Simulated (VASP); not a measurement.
Write the native input for VASP 6.6.1 that does the following.

* Task: single point
* Functional: PBEsol
* Potentials or basis: VASP PAW PBE potentials, release 64 (Al, N)
* Cutoff: 520 eV
* k mesh: 10 × 10 × 10
* Occupations: gaussian, width 0.05 eV
* Spin: no spin polarisation
* Dipole correction: no
* Further INCAR settings: ALGO = Normal; EDIFF = 1e-06; NBANDS = 11

The structure of AlN lies in POSCAR:

```
AlN
1.0
    0.0000000000      2.1248004426      2.1248004426
    2.1248004426      0.0000000000      2.1248004426
    2.1248004426      2.1248004426      0.0000000000
Al N
1 1
Direct
    0.5000000000      0.5000000000      0.5000000000
    0.0000000000      0.0000000000      0.0000000000
```

These files were run (other wordings do the same):

INCAR

```
SYSTEM = AlN
  PREC = Accurate
  ENCUT = 520
  EDIFF = 1E-6
  ISMEAR = 0
  SIGMA = 0.05
  LREAL = .FALSE.
  LASPH = .TRUE.
  NELM = 100
  ALGO = Normal
  ISIF = 2
  LWAVE = .FALSE.
  LCHARG = .TRUE.
  GGA = PS
  LELF = .TRUE.
  LVHAR = .TRUE.
  NBANDS = 11
```

KPOINTS

```
Automatic mesh
0
G
  10 10 10
  0 0 0
```

Potentials or basis: VASP PAW PBE potentials, release 64 (Al, N).

Command:

```sh
$ cat potpaw_PBE.64/Al/POTCAR potpaw_PBE.64/N/POTCAR > POTCAR
$ mpirun -np 1 vasp_std > vasp.out
```

It gave:

* Pressure: -29.0 GPa
* Band gap on the k mesh: 3.22 eV, indirect (least direct gap 3.68 eV)

Caveat: the PAW data sets were made with another functional, which shifts forces and pressure a little.

Wall time 10 s on 1 thread of AMD EPYC 7R43 64-Core Processor (Zen 3), on a shared host, peak memory 0.1 GiB.
